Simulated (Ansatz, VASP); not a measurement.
## Ti in VASP and in Ansatz

```
Ti
1.0
     4.56737    0.00000    0.00000
    -2.28369    3.95546    0.00000
     0.00000    0.00000    2.82624
Ti
3
Direct
  0.00000 0.00000 0.00000
  0.33333 0.66667 0.50000
  0.66667 0.33333 0.51592
```

Change from the starting cell: one atom moved.

Alike in both runs: task single point; functional PBE; k mesh 9 × 9 × 14; occupations gaussian, width 0.1 eV; no spin polarisation.

|  | VASP | Ansatz |
| --- | --- | --- |
| version | VASP 6.6.1 | Ansatz 0.2.0 |
| potentials or method | VASP PAW PBE potentials, release 64 (Ti_sv), cutoff 520 eV | scalar-relativistic, plane waves, PAW |
| valence electrons in the cell | 36 | 36 |

|  | VASP | Ansatz | Ansatz less VASP |
| --- | --- | --- | --- |
| gap on the k mesh at the Fermi level (eV) | none | none | - |
| pressure (GPa) | 0.5 | 0.9 | +0.32 |
| rms of the force components (eV/Å) | 0.063 | 0.063 | +0.0005 |

Atom by atom the forces differ by 0.001 eV/Å (rms over components). A gap of «none» marks a metal or a gap that the smearing closes. The functional is the same, so the differences come from potentials, cutoffs and numerics.
